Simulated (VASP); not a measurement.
Set up this calculation in VASP 6.6.1, as the native input.

```yaml
Task: single point
Functional: PBE
Potentials_or_basis: VASP PAW PBE potentials, release 64 (Sb, Pt)
Cutoff: 520 eV
k_mesh: 4 × 4 × 4
Occupations: gaussian, width 0.1 eV
Spin: no spin polarisation
Dipole_correction: no
Further_INCAR_settings: ALGO = Normal; EDIFF = 1e-06; NBANDS = 29
```

The structure of Sb2Pt lies in POSCAR:

```
Sb2Pt
1.0
    5.1595834207      0.0000000000      0.0000000000
    0.0000000000      6.2972317473      0.0000000000
    0.0000000000      0.0000000000      3.9311554012
Sb Pt
4 2
Direct
    0.2004000000      0.3787000000      0.0000000000
    0.7996000000      0.6213000000      0.0000000000
    0.7004000000      0.1213000000      0.5000000000
    0.2996000000      0.8787000000      0.5000000000
    0.0000000000      0.0000000000      0.0000000000
    0.5000000000      0.5000000000      0.5000000000
```

The input as run:

INCAR

```
SYSTEM = Sb2Pt
PREC = Accurate
ENCUT = 520
EDIFF = 1E-6
ISMEAR = 0
SIGMA = 0.1
LREAL = .FALSE.
LASPH = .TRUE.
NELM = 80
ALGO = Normal
ISIF = 2
LWAVE = .FALSE.
LCHARG = .TRUE.
GGA = PE
LELF = .TRUE.
LVHAR = .TRUE.
NBANDS = 29
```

KPOINTS

```
regular mesh
0
G
  4 4 4
  0 0 0
```

Potentials or basis: VASP PAW PBE potentials, release 64 (Sb, Pt).

The run is started by

```console
$ cat potpaw_PBE.64/Sb/POTCAR potpaw_PBE.64/Pt/POTCAR > POTCAR
$ mpirun -np 1 vasp_std > vasp.out
```

Results of the run:

The pressure is 19.4 GPa and the largest force is 2.187 eV/Å. The band gap on the k mesh is zero (band 20 reaches 11.09 eV, above the bottom of band 21 at 9.87 eV).

Caveat: the k points lie up to 0.40 Å⁻¹ apart; spin-orbit coupling is left out, which moves the levels of the heavy elements; forces of over 1 eV/Å act on the atoms, so gaps and moduli don't describe the material at rest.

It took 37 s on 1 thread of Intel(R) Xeon(R) 6975P-C (Granite Rapids), on a shared host, peak memory 0.28 GiB.
